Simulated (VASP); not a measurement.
InSe, 4 atoms in the cell. It takes space group R3m (No. 160, trigonal). Conventional cell: a = 4.000 Å, b = 4.000 Å, c = 24.202 Å, α = 90.00°, β = 90.00°, γ = 120.00°. In (site symmetry 3m) has 3 Se at 2.62 Å and 1 In at 2.72 Å within 3.5 Å. Within 3.5 Å of In (site symmetry 3m) lie 3 Se at 2.62 Å and 1 In at 2.72 Å. Within 3.5 Å of Se (site symmetry 3m) lie 3 In at 2.62 Å. Within 3.5 Å of Se (site symmetry 3m) lie 3 In at 2.62 Å.  This cell differs from its parent crystal: strain +0.000 along x and y, -0.030 along z.

```yaml
Program: VASP 6.6.1
Task: single point
Functional: PBEsol
Dispersion: D3(BJ)
Potentials_or_basis: VASP PAW PBE potentials, release 64 (In_d, Se)
Cutoff: 520 eV
k_mesh: 12 × 12 × 12
Occupations: gaussian, width 0.03 eV
Spin: no spin polarisation
Dipole_correction: no
Further_INCAR_settings: ALGO = Normal; EDIFF = 1e-06; NBANDS = 27
```

Potentials or basis: VASP PAW PBE potentials, release 64 (In_d, Se).

Launch:

```sh
$ cat potpaw_PBE.64/In_d/POTCAR potpaw_PBE.64/Se/POTCAR > POTCAR
$ mpirun -np 1 vasp_std > vasp.out
```

Hardware: 1 thread of Intel(R) Xeon(R) Platinum 8259CL CPU @ 2.50GHz (Skylake/Cascade Lake), with other jobs on the host.

Problem. How long does it take, and how much memory?

Solution. Run time: 32 min on 1 thread of Intel(R) Xeon(R) Platinum 8259CL CPU @ 2.50GHz (Skylake/Cascade Lake), with other jobs on the host, peak memory 0.86 GiB. Counts: scf iterations 14, k points 189.
